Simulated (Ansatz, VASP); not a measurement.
**Two plane-wave programs on MgBCl5**

```
CELL_PARAMETERS angstrom
4.07536 0.00000 0.00000
0.00000 4.07536 0.00000
0.00000 0.00000 8.32598
ATOMIC_POSITIONS crystal
Mg 0.00000 0.00000 0.00000
B 0.00000 0.00000 0.50000
Cl 0.00000 0.50000 0.31812
Cl 0.00000 0.50000 0.68188
Cl 0.50000 0.00000 0.31812
Cl 0.50000 0.00000 0.68188
Cl 0.50000 0.50000 0.00000
```

Change from the starting cell: species swapped into the YIn5Rh type (P4/mmm, No. 123).

Alike in both runs: task relaxation of cell and atoms; functional PBE; k mesh 10 × 10 × 6; occupations gaussian, width 0.1 eV; no spin polarisation.

|  | VASP | Ansatz |
| --- | --- | --- |
| version | VASP 6.6.1 | Ansatz 0.2.0 |
| potentials or method | VASP PAW PBE potentials, release 64 (Mg, B, Cl), cutoff 600 eV | scalar-relativistic, plane waves, PAW |
| valence electrons in the cell | 40 | 48 |

Ansatz gave:

```
gap on the k mesh at the Fermi level, each at its own relaxed structure (eV) : none
relaxed volume (Å³/atom)                                                     : 19.81
relaxed cell length with the largest relative difference (Å)                 : 4.085
```

**Question.** Estimate VASP's values.

**Answer.** gap on the k mesh at the Fermi level, each at its own relaxed structure (eV): none; relaxed volume (Å³/atom): 19.75; relaxed cell length with the largest relative difference (Å): 4.081.

A gap of «none» marks a metal or a gap that the smearing closes. VASP's potentials hold 40 valence electrons a cell and Ansatz's 48, so a difference there can come from the potentials and not from the codes.
